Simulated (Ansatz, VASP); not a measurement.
## AlO2 in VASP and in Ansatz

```
Al O
1.0
     2.14259    0.00000    0.00000
     0.00000    4.07141    0.00000
     0.00000    0.00000    4.64143
Al O
1 2
Direct
  0.50000 0.00000 0.50000
  0.50000 0.00000 0.83765
  0.50000 0.00000 0.16235
```

Alike in both runs: task single point; functional PBE; k mesh 8 × 4 × 4; occupations gaussian, width 0.1 eV; collinear spin.

```csv
,VASP,Ansatz
version,VASP 6.6.1,Ansatz 0.2.0
potentials or method,"VASP PAW PBE potentials, release 64 (Al, O), cutoff 520 eV","scalar-relativistic, plane waves, PAW"
valence electrons in the cell,15,15
```

|  | VASP | Ansatz | Ansatz less VASP |
| --- | --- | --- | --- |
| gap on the k mesh at the Fermi level (eV) | none | none | - |
| rms of the force components (eV/Å) | 2.875 | 2.848 | -0.0267 |
| net moment per atom (μB) | 0.00 | 0.05 | +0.048 |
| size of the moment on the site where the two differ most (μB) | 0.00 | 0.05 | +0.055 |

Site moments also hang on the region over which each program counts them. Atom by atom the forces differ by 0.027 eV/Å (rms over components). A gap of «none» marks a metal or a gap that the smearing closes. The functional is the same, so the differences come from potentials, cutoffs and numerics. Ansatz's warnings: seeded moment not kept.

The k mesh is coarse, so the values compare programs but aren't converged.
